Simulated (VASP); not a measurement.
# ScSi11O24 (a cell with a defect) in VASP: further runs

Runs on ScSi11O24 (a cell with a defect). Level: PBE. Tasks: single point.

Program: VASP 6.6.1. These are calculated values, not measurements. Logs are shortened: lines on timing, memory, paths and dates and some standing lists are left out, and cuts for length are marked.

### 1 The cell of the first run

The cell holds a defect, 36 atoms: a = 10.088 Å, b = 10.088 Å, c = 7.309 Å, α = 113.37°, β = 113.37°, γ = 115.16°.

### 2 Single point, PBE

INCAR reads:

```
SYSTEM = ScSi11O24
PREC = Accurate ; ENCUT = 520
EDIFF = 1E-6 ; ISMEAR = -1
SIGMA = 0.01 ; LREAL = Auto
LASPH = .TRUE. ; NELM = 100
ALGO = Normal ; ISIF = 2
LWAVE = .FALSE. ; LCHARG = .FALSE.
GGA = PE ; NBANDS = 124
NELECT = 200.0
```

KPOINTS reads:

```
regular mesh
0
G
  3 3 4
  0 0 0
```

POSCAR reads:

```
ScSi11O24
1.0
   -7.3745400000      4.2576926541      5.4084000000
    7.3745400000     -4.2576926541      5.4084000000
    2.4581800000      4.2576926541     -5.4084000000
Sc Si O
1 11 24
Direct
    0.3285524569      0.5458000360      0.2126807105
    0.8148544203      0.0484707513      0.2073415145
    0.8506806320      0.5795617193      0.7533151617
    0.3408431313      0.0801743654      0.7448022377
    0.4077511059      0.1887036274      0.2513732827
    0.9167212674      0.6769376764      0.2479669292
    0.8726337736      0.1330394849      0.6898528911
    0.3809664371      0.6608132144      0.7270114173
    0.2583107332      0.2724282907      0.5347171543
    0.7732707796      0.7560601174      0.5352356550
    0.7730706045      0.2686229571      0.0301754377
    0.2840574273      0.7920019359      0.0638230200
    0.5458629299      0.5566254246      0.3330258547
    0.0161351166      0.0884629907      0.3223215496
    0.0418866358      0.6047526437      0.8666037126
    0.5346661403      0.1121372389      0.8510859978
    0.2499844837      0.5552183724      0.4176067860
    0.7543560951      0.0501165223      0.3834690376
    0.8054333874      0.6018219451      0.9490680206
    0.3049168233      0.1072554918      0.9496051595
    0.3398672108      0.4907437234      0.7440383922
    0.8133889374      0.9559809386      0.6928710873
    0.8665074283      0.4941380082      0.2300068145
    0.3453272517      1.0042329818      0.2342980415
    0.3230375207      0.2705440843      0.3606670922
    0.8428587153      0.7653199343      0.3694695076
    0.8118495383      0.2373707372      0.8279900757
    0.3240343689      0.7705520697      0.8622781844
    0.6508365929      0.3570742398      0.4539014897
    0.1560507765      0.8546777107      0.4479268429
    0.1034092212      0.2866822165      0.8492164445
    0.6223076604      0.8284818909      0.9012257322
    0.9092220522      0.7587379538      0.7572296485
    0.3690709131      0.2408484014      0.7199726789
    0.4040931510      0.7782594090      0.2629311567
    0.8631842797      0.2273508945      0.2148952813
```

Potentials or basis: VASP PAW PBE potentials, release 64 (Sc_sv, Si, O).

Run with:

```sh
cat potpaw_PBE.64/Sc_sv/POTCAR potpaw_PBE.64/Si/POTCAR potpaw_PBE.64/O/POTCAR > POTCAR
mpirun -np 1 vasp_std > vasp.out
```

OUTCAR:

```text
SYSTEM = ScSi11O24
   PREC = Accurate
   ENCUT = 520
   EDIFF = 1E-6
   ISMEAR = -1
   LREAL = Auto
   LASPH = .TRUE.
   NELM = 100
   ISIF = 2
   GGA = PE
   NELECT = 200.0

 ion  position               nearest neighbor table
   1  0.329  0.546  0.213-  31 1.92  17 1.94  13 1.94  35 1.95  10 3.12   8 3.19   7 3.20  12 3.20

   2  0.815  0.048  0.207-  18 1.63  36 1.63  32 1.63  14 1.63   7 3.01   8 3.02  11 3.07   9 3.08

   3  0.851  0.580  0.753-  15 1.62  29 1.63  33 1.63  19 1.63  10 2.96  12 3.03   6 3.03   5 3.08
[... 41 lines left out ...]
  35  0.404  0.778  0.263-  12 1.58   1 1.95
  36  0.863  0.227  0.215-  11 1.62   2 1.63

  LATTYP: Found a face centered orthorhombic cell.
 ALAT       =     9.8327199999
 B/A-ratio  =     1.1000821746
 C/A-ratio  =     1.7320508076

  Lattice vectors:

 A1 = (  -7.3745400000,   4.2576926541,  -5.4084000000)
 A2 = (  -4.9163600000,   8.5153853082,   0.0000000000)
 A3 = (   2.4581800000,   4.2576926541,  -5.4084000000)

Analysis of symmetry for initial positions (statically):
=====================================================================
 Subroutine PRICEL returns:
 Original cell was already a primitive cell.

 Routine SETGRP: Setting up the symmetry group for a
 face centered orthorhombic supercell.

 Subroutine GETGRP returns: Found  1 space group operations
 (whereof  1 operations were pure point group operations)
 out of a pool of  8 trial point group operations.

The static configuration has the point symmetry C_1 .

Analysis of symmetry for dynamics (positions and initial velocities):
=====================================================================
 Subroutine PRICEL returns:
 Original cell was already a primitive cell.

 Routine SETGRP: Setting up the symmetry group for a
 face centered orthorhombic supercell.

 Subroutine GETGRP returns: Found  1 space group operations
 (whereof  1 operations were pure point group operations)
 out of a pool of  8 trial point group operations.

The dynamic configuration has the point symmetry C_1 .

 Subroutine INISYM returns: Found  1 space group operations
 (whereof  1 operations are pure point group operations),
 and found     1 'primitive' translations

[... 179 lines left out ...]
   LREAL  =      T    real-space projection
   EDIFFG = 0.1E-04   stopping-criterion for IOM
   NSW    =      0    number of steps for IOM
   IBRION =     -1    ionic relax: 0-MD 1-quasi-New 2-CG
   NFREE  =      0    steps in history (QN), initial steepest desc. (CG)
   ISIF   =      2    stress and relaxation
   ISYM   =      2    0-nonsym 1-usesym 2-fastsym
   POTIM  = 0.5000    time-step for ionic-motion
   TEBEG  =    0.0;   TEEND  =   0.0 temperature during run
   PSTRESS=    0.0 pullay stress
   NELECT =     200.0000    total number of electrons
   NUPDOWN=      -1.0000    fix difference up-down
   EMIN   =  10.00;   EMAX   =-10.00  energy-range for DOS
   EFERMI =   0.00;   METHOD = LEGACY
   ISMEAR =    -1;   SIGMA  =   0.01  broadening in eV -4-tet -1-fermi 0-gaus
   EFERMI_NEDOS =   21; number of points for ismear=-14 and -15
   IALGO  =     38    algorithm
   IMIX   =      4    mixing-type and parameters
     AMIX     =   0.40;   BMIX     =  1.00
     AMIX_MAG =   1.60;   BMIX_MAG =  1.00
  volume/ion in A,a.u.               =      12.58        84.89
  Fermi-wavevector in a.u.,A,eV,Ry     =   1.246721  2.355961 21.147712  1.554313
  Thomas-Fermi vector in A             =   2.380886
   LORBIT       =      0    0 simple, 1 ext, 2 COOP (PROOUT), +10 PAW based schemes
   GGA     = PE    functional components
   LHFCALC =     F    Hartree Fock is set to
   AEXX    =    0.0000 exact exchange contribution
   IVDW    =     0    specifies the selected vdW correction
   LEPSILON=     F    determine dielectric tensor
   LRPA    =     F    only Hartree local field effects (RPA)
 non-spin polarized calculation
  energy-cutoff  :      520.00
  volume of cell :      452.84
 maximum number of plane-waves:     12217
 NGX is ok and might be reduce to    80
   NGX = 37   NGY = 37   NGZ = 27

 number of electron     200.0000006 magnetization

 Free energy of the ion-electron system (eV)
  ---------------------------------------------------
  ext. energy  EPLUGINS =         0.00000000
  ---------------------------------------------------
  free energy    TOTEN  =      -281.40462056 eV

  energy without entropy =     -281.40462056  energy(sigma->0) =     -281.40462056

 E-fermi :   2.0310     XC(G=0):  -9.3765

 val. band max:        1.6440998162   @ k =   0.3333   0.3333   0.5000
 cond. band min:       6.8891383250   @ k =   0.0000   0.0000   0.0000
 fundamental gap:      5.2450385089
 Fermi energy:         2.0309912918

 k-point     1 :       0.0000    0.0000    0.0000
  band No.  band energies     occupation
      1     -44.5181      2.00000
      2     -23.4207      2.00000
      3     -23.3714      2.00000
      4     -23.3570      2.00000
      5     -18.3376      2.00000
      6     -17.8304      2.00000
[... 2174 lines left out ...]
    111       9.9787      0.00000
    112      10.1065      0.00000
 [bands above 112 left out]

------------------------ aborting loop because EDIFF is reached ----------------------------------------

  FORCE on cell =-STRESS in cart. coord.  units (eV):
  Direction    XX          YY          ZZ          XY          YZ          ZX
  --------------------------------------------------------------------------------------
  -------------------------------------------------------------------------------------
  Total       16.3923821     23.1890920     21.0194934     -0.9469495     -0.1229019      0.3710127
  in kB       57.9970455     82.0441360     74.3679906     -3.3503536     -0.4348329      1.3126611
  external PRESSURE =      71.4697240 kB  Pullay stress =       0.0000000 kB

 VOLUME and BASIS-vectors are now :
 -----------------------------------------------------------------------------
  energy-cutoff  :      520.00
  volume of cell :      452.84
      direct lattice vectors                 reciprocal lattice vectors
    -7.374540000  4.257692654  5.408400000     0.000000000  0.117434498  0.092448783
     7.374540000 -4.257692654  5.408400000     0.101701259  0.058717249  0.092448783
     2.458180000  4.257692654 -5.408400000     0.101701259  0.176151747  0.000000000

 POSITION                                       TOTAL-FORCE (eV/Angst)
 -----------------------------------------------------------------------------------
      2.12491     -0.01944      3.57859        -0.006042      0.005129      0.014996
     -5.14204      4.14582      3.54782        -0.016526      0.000855      0.013458
     -0.14759      4.36173      3.66109        -0.028422      0.000794     -0.013633
     -0.09145      4.28099     -1.75116        -0.011186      0.006029     -0.000808
     -0.99745      2.00291      1.86634         0.012783     -0.017391      0.009278
     -1.15875      2.07669      7.27804        -0.003260     -0.001789      0.002955
[... 28 lines left out ...]
      3.40564     -0.47360      4.97260         0.019565      0.051790      0.032487
     -4.16073      3.62214      4.73581        -0.013221      0.003144     -0.002095
 -----------------------------------------------------------------------------------
    total drift:                                0.008226      0.003197     -0.000196

  FREE ENERGIE OF THE ION-ELECTRON SYSTEM (eV)
  ---------------------------------------------------
  free  energy   TOTEN  =      -281.4046205577 eV

  energy  without entropy=     -281.4046205577  energy(sigma->0) =     -281.40462056
```

Wall time 28 min (1 thread of Intel Xeon 6975P-C (Granite Rapids), shared host); peak memory 1.1 GiB.

What came out:

| Item | Value |
| --- | --- |
| Free energy | -281.4046 eV |
| Largest force | 0.100 eV/Å |

Forces in eV/Å, atoms in the order of the input:
```
Sc  -0.006  0.005  0.015
Si  -0.017  0.001  0.013
Si  -0.028  0.001 -0.014
Si  -0.011  0.006 -0.001
Si   0.013 -0.017  0.009
Si  -0.003 -0.002  0.003
Si   0.034 -0.071 -0.062
Si   0.024  0.034  0.007
Si   0.004  0.008 -0.001
Si   0.024  0.042  0.047
Si   0.015  0.021  0.000
Si   0.006 -0.012 -0.001
O   -0.073  0.005 -0.037
O    0.010  0.001 -0.001
O    0.000  0.004  0.007
O   -0.001  0.010  0.006
O    0.014 -0.046 -0.051
O    0.015  0.010 -0.013
O   -0.006 -0.005  0.002
O    0.001  0.003  0.004
O    0.013  0.001  0.007
O    0.011  0.005  0.008
O    0.001  0.000  0.004
O   -0.001 -0.010 -0.009
O    0.008 -0.002 -0.001
O    0.019  0.003 -0.005
O   -0.013  0.000  0.002
O    0.001 -0.005  0.010
O    0.009 -0.004  0.002
O   -0.003 -0.004  0.003
O   -0.064 -0.009  0.023
O   -0.005 -0.016 -0.016
O    0.007 -0.006  0.012
O   -0.003 -0.006 -0.002
O    0.020  0.052  0.032
O   -0.013  0.003 -0.002
```

Levels at points of the mesh, in eV from the Fermi level:
| k point | band 98 | band 99 | band 100 | band 101 | band 102 | band 103 |
| --- | --- | --- | --- | --- | --- | --- |
| (0.00, 0.00, 0.00) | -0.75 | -0.67 | -0.48 | 4.86 | 5.99 | 6.21 |
| (0.00, 0.00, 0.50) | -0.78 | -0.54 | -0.42 | 5.98 | 6.15 | 6.64 |

Caveat: the cell carries a net charge on a neutralising background, which shifts energy and pressure; the cell is charged against a uniform background, so pressure and absolute levels hang on convention.

### 3 Single point, PBE

INCAR reads:

```
SYSTEM = ScSi11O24
PREC = Accurate
ENCUT = 520
EDIFF = 1E-6
ISMEAR = -1
SIGMA = 0.01
LREAL = Auto
LASPH = .True.
NELM = 100
ALGO = Normal
ISIF = 2
LWAVE = .False.
LCHARG = .True.
GGA = PE
LELF = .True.
LVHAR = .True.
NELECT = 200.0
NBANDS = 124
```

KPOINTS reads:

```
Automatic mesh
0
Gamma
  3 3 4
  0 0 0
```

POSCAR reads:

```
ScSi11O24
1.0
   -7.3745400000      4.2576926541      5.4084000000
    7.3745400000     -4.2576926541      5.4084000000
    2.4581800000      4.2576926541     -5.4084000000
Sc Si O
1 11 24
Direct
    0.3333333334      0.5681983334      0.2348650000
    0.8333333334      0.0681983334      0.2348650000
    0.8333333334      0.5681983334      0.7348650000
    0.3333333334      0.0681983334      0.7348650000
    0.4015316666      0.1666666666      0.2348650000
    0.9015316666      0.6666666666      0.2348650000
    0.9015316666      0.1666666666      0.7348650000
    0.4015316666      0.6666666666      0.7348650000
    0.2651350000      0.2651350000      0.5302700000
    0.7651350000      0.7651350000      0.5302700000
    0.7651350000      0.2651350000      0.0302700000
    0.2651350000      0.7651350000      0.0302700000
    0.5265800000      0.5995600000      0.3405600000
    0.0265800000      0.0995600000      0.3405600000
    0.0265800000      0.5995600000      0.8405600000
    0.5265800000      0.0995600000      0.8405600000
    0.2991033334      0.5923333334      0.4391900000
    0.7991033333      0.0923333334      0.4391900000
    0.7991033333      0.5923333334      0.9391900000
    0.2991033334      0.0923333334      0.9391900000
    0.3526866666      0.4864766666      0.7202500000
    0.8526866666      0.9864766666      0.7202500000
    0.8526866666      0.4864766666      0.2202500000
    0.3526866666      0.9864766666      0.2202500000
    0.3139800000      0.2410000000      0.3405600000
    0.8139800000      0.7410000000      0.3405600000
    0.8139800000      0.2410000000      0.8405600000
    0.3139800000      0.7410000000      0.8405600000
    0.6400866666      0.3468566666      0.4391900000
    0.1400866666      0.8468566666      0.4391900000
    0.1400866666      0.3468566666      0.9391900000
    0.6400866666      0.8468566666      0.9391900000
    0.8675633334      0.7337733333      0.7202500000
    0.3675633334      0.2337733334      0.7202500000
    0.3675633334      0.7337733333      0.2202500000
    0.8675633334      0.2337733334      0.2202500000
```

Potentials or basis: VASP PAW PBE potentials, release 64 (Sc_sv, Si, O).

Run with:

```sh
cat potpaw_PBE.64/Sc_sv/POTCAR potpaw_PBE.64/Si/POTCAR potpaw_PBE.64/O/POTCAR > POTCAR
mpirun -np 1 vasp_std > vasp.out
```

OUTCAR:

```text
SYSTEM = ScSi11O24
   PREC = Accurate
   ENCUT = 520
   EDIFF = 1E-6
   ISMEAR = -1
   LREAL = Auto
   LASPH = .True.
   NELM = 100
   ISIF = 2
   GGA = PE
   NELECT = 200.0

 ion  position               nearest neighbor table
   1  0.333  0.568  0.235-  13 1.61  31 1.61  35 1.61  17 1.61  10 3.06  12 3.06   7 3.06   8 3.06

   2  0.833  0.068  0.235-  14 1.61  32 1.61  36 1.61  18 1.61   9 3.06  11 3.06   8 3.06   7 3.06

   3  0.833  0.568  0.735-  15 1.61  29 1.61  33 1.61  19 1.61  12 3.06  10 3.06   5 3.06   6 3.06
[... 41 lines left out ...]
  35  0.368  0.734  0.220-  12 1.61   1 1.61
  36  0.868  0.234  0.220-  11 1.61   2 1.61

  LATTYP: Found a face centered orthorhombic cell.
 ALAT       =     9.8327199999
 B/A-ratio  =     1.1000821746
 C/A-ratio  =     1.7320508076

  Lattice vectors:

 A1 = (  -7.3745400000,   4.2576926541,  -5.4084000000)
 A2 = (  -4.9163600000,   8.5153853082,   0.0000000000)
 A3 = (   2.4581800000,   4.2576926541,  -5.4084000000)

Analysis of symmetry for initial positions (statically):
[... 263 lines left out ...]

 k-point     1 :       0.0000    0.0000    0.0000
  band No.  band energies     occupation
      1     -40.7357      2.00000
      2     -21.3629      2.00000
      3     -21.2699      2.00000
      4     -21.2652      2.00000
      5     -18.7004      2.00000
      6     -18.1495      2.00000
[... 2174 lines left out ...]
    111      10.4807      0.00000
    112      10.5222      0.00000
 [bands above 112 left out]

------------------------ aborting loop because EDIFF is reached ----------------------------------------

  FORCE on cell =-STRESS in cart. coord.  units (eV):
  Direction    XX          YY          ZZ          XY          YZ          ZX
  --------------------------------------------------------------------------------------
  -------------------------------------------------------------------------------------
  Total       62.0522943     60.8824012     61.7838145      0.0505675     -0.1295497     -0.0146059
  in kB      219.5440371    215.4048982    218.5941423      0.1789104     -0.4583532     -0.0516763
  external PRESSURE =     217.8476925 kB  Pullay stress =       0.0000000 kB

 VOLUME and BASIS-vectors are now :
 -----------------------------------------------------------------------------
  energy-cutoff  :      520.00
  volume of cell :      452.84
      direct lattice vectors                 reciprocal lattice vectors
    -7.374540000  4.257692654  5.408400000     0.000000000  0.117434498  0.092448783
     7.374540000 -4.257692654  5.408400000     0.101701259  0.058717249  0.092448783
     2.458180000  4.257692654 -5.408400000     0.101701259  0.176151747  0.000000000

 POSITION                                       TOTAL-FORCE (eV/Angst)
 -----------------------------------------------------------------------------------
      2.30936     -0.00000      3.60560         0.101552     -0.012944      0.031916
     -5.06518      4.25769      3.60560         0.164985      0.002494     -0.509307
     -0.14882      4.25769      3.60560         0.050812     -0.001787      0.509844
     -0.14882      4.25769     -1.80280         0.036014      0.025519     -0.026435
     -1.15468      1.99997      1.80280        -0.047092      0.035022     -0.219976
     -1.15468      1.99997      7.21120         0.298062      0.038220     -0.156808
[... 28 lines left out ...]
      3.24204     -0.62145      4.76527         8.793050     -6.333998     10.824594
     -4.13250      3.63624      4.76527         0.233919      0.182921      0.133447
 -----------------------------------------------------------------------------------
    total drift:                                0.008397      0.008693      0.032408

  FREE ENERGIE OF THE ION-ELECTRON SYSTEM (eV)
  ---------------------------------------------------
  free  energy   TOTEN  =      -273.0348280837 eV

  energy  without entropy=     -273.0348280837  energy(sigma->0) =     -273.03482808
```

stdout:

```text
POSCAR found type information on POSCAR ScSiO
 POSCAR found :  3 types and      36 ions
 scaLAPACK will be used
 LDA part: xc-table for (Slater+PW92), standard interpolation
 -----------------------------------------------------------------------------
|                                                                             |
|           W    W    AA    RRRRR   N    N  II  N    N   GGGG   !!!           |
|           W    W   A  A   R    R  NN   N  II  NN   N  G    G  !!!           |
[... 14 lines left out ...]

 POSCAR, INCAR and KPOINTS ok, starting setup
 FFT: planning ... GRIDC
 FFT: planning ... GRID_SOFT
 FFT: planning ... GRID
 WAVECAR not read
 entering main loop
 the old and the new charge density differ
 old charge density:   199.00000 new  200.00000
    0.811E+01
```

Wall time 49 min (1 thread of Intel Xeon Platinum 8559C (Emerald Rapids), shared host); peak memory 1.1 GiB.

What came out:

- Free energy: -273.0348 eV
- Largest force: 15.748 eV/Å

Forces in eV/Å, atoms in the order of the input:
```
Sc    0.102  -0.013   0.032
Si    0.165   0.002  -0.509
Si    0.051  -0.002   0.510
Si    0.036   0.026  -0.026
Si   -0.047   0.035  -0.220
Si    0.298   0.038  -0.157
Si   -0.469   1.301   1.280
Si   -0.285  -1.747   0.385
Si    0.625  -0.133   0.216
Si    0.326  -1.389  -1.434
Si   -0.497   0.061   0.319
Si   -0.966   1.831  -0.365
O    -8.850  11.265   6.542
O    -0.481   0.073  -0.056
O    -0.052  -0.588  -0.423
O    -0.141  -0.014  -0.183
O     8.681   6.302 -10.876
O    -0.055  -1.032   0.024
O     0.143  -0.257  -0.228
O     0.039  -0.330  -0.052
O    -0.325   0.609  -0.540
O     0.086   0.382  -0.347
O     0.239   0.211  -0.154
O     1.009  -0.093   0.344
O     0.057  -0.179   0.078
O    -0.395  -0.139   0.835
O     0.726  -0.458  -0.330
O     0.649  -0.340   0.118
O    -0.361  -0.024   0.080
O    -0.269  -0.022   0.174
O    -8.697 -11.232  -6.540
O    -0.169   0.541   0.394
O    -0.143   1.112   0.072
O    -0.057   0.355   0.082
O     8.793  -6.334  10.825
O     0.234   0.183   0.133
```

Caveat: the cell carries a net charge on a neutralising background, which shifts energy and pressure; the cell is charged against a uniform background, so pressure and absolute levels hang on convention.
